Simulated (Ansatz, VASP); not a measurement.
# One calculation of GaN, two programs

The input INCAR:

```
  ALGO = Normal
  EDIFF = 1E-6
  ENCUT = 520
  GGA = RE
  ISIF = 2
  ISMEAR = -1
  LASPH = True
  LCHARG = True
  LELF = True
  LREAL = False
  LVHAR = True
  LWAVE = False
  NBANDS = 26
  NELM = 60
  PREC = Accurate
  SIGMA = 0.05
```

KPOINTS

```
k-points
0
Gamma
  10 10 5
```

File POSCAR:

```
GaN
1.0
    3.2423687753      0.0000000000      0.0000000000
   -1.6211843877      2.8079737278      0.0000000000
    0.0000000000      0.0000000000      5.2673198406
Ga N
2 2
Direct
    0.6666666667      0.3333333333      0.5000000000
    0.3333333333      0.6666666667      0.0000000000
    0.6666666667      0.3333333333      0.8750000000
    0.3333333333      0.6666666667      0.3750000000
```

The input input.yaml:

```yaml
crystal:
  lattice:
    - [3.2423687753, 0.0, 0.0]
    - [-1.6211843877, 2.8079737278, 0.0]
    - [0.0, 0.0, 5.2673198406]
  atoms:
    - { symbol: Ga, position: [0.6666666667, 0.3333333333, 0.5] }
    - { symbol: Ga, position: [0.3333333333, 0.6666666667, 0.0] }
    - { symbol: "N", position: [0.6666666667, 0.3333333333, 0.875] }
    - { symbol: "N", position: [0.3333333333, 0.6666666667, 0.375] }
hamiltonian:
  xc: revpbe
  pseudopotentials: { kind: paw }
kpoints:
  mp_grid: { grid: [10, 10, 5] }
scf:
  occupations: { method: fermi_dirac, width: 0.05 }
output:
  forces: true
  stress: true
  eigenvalues: true
  write_density: true
  write_potential: true
  elf: true
  volumetric_format: npy
```

Alike in both runs: task single point; functional revPBE; k mesh 10 × 10 × 5; occupations fermi-dirac, width 0.05 eV; no spin polarisation.

|  | VASP | Ansatz |
| --- | --- | --- |
| version | VASP 6.6.1 | Ansatz 0.2.0 |
| potentials or method | VASP PAW PBE potentials, release 64 (Ga_d, N) | Ansatz PAW |
| plane-wave cutoff (eV) | 520 | 420 |
| valence electrons in the cell | 36 | 36 |

Ansatz gave:

- gap on the k mesh at the Fermi level (eV): 1.61
- least direct gap on the mesh (eV): 1.61
- pressure (GPa): -0.4
- traceless stress, the component that is largest in VASP (GPa): 1.11
- rms of the force components (eV/Å): 0.072

Task: Which values does VASP return?

Result: gap on the k mesh at the Fermi level (eV): 1.62; least direct gap on the mesh (eV): 1.62; pressure (GPa): -0.3; traceless stress, the component that is largest in VASP (GPa): 1.11; rms of the force components (eV/Å): 0.071.

VASP's potentials were made for PBE, not for revPBE. Atom by atom the forces differ by 0.001 eV/Å (rms over components).

Noted on Ansatz's run: odd divisions of the mesh miss points on the zone boundary, where band edges often lie, so the gap on the mesh can be too wide.
